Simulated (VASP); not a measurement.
Here is a VASP 6.6.1 calculation.

INCAR

```
SYSTEM = Sb
  PREC = Accurate
  ENCUT = 520
  EDIFF = 1E-6
  ISMEAR = -1
  SIGMA = 0.05
  LREAL = .False.
  LASPH = .True.
  NELM = 60
  ALGO = Normal
  ISIF = 2
  LWAVE = .False.
  LCHARG = .True.
  GGA = PS
  LELF = .True.
  LVHAR = .True.
  NBANDS = 8
```

Contents of KPOINTS:

```
Automatic mesh
0
Gamma
  12 12 12
  0 0 0
```

Contents of POSCAR:

```
Sb
1.0
    0.0000000000      2.3126578636      2.3126578636
    2.3126578636      0.0000000000      2.3126578636
    2.3126578636      2.3126578636      0.0000000000
Sb
1
Direct
    0.0000000000      0.0000000000      0.0000000000
```

Potentials or basis: VASP PAW PBE potentials, release 64 (Sb).

Command:

```sh
$ cat potpaw_PBE.64/Sb/POTCAR > POTCAR
$ mpirun -np 1 vasp_std > vasp.out
```

Estimate the pressure.

4.3 GPa.

Caveat: the PAW data sets were made with another functional, which shifts forces and pressure a little.
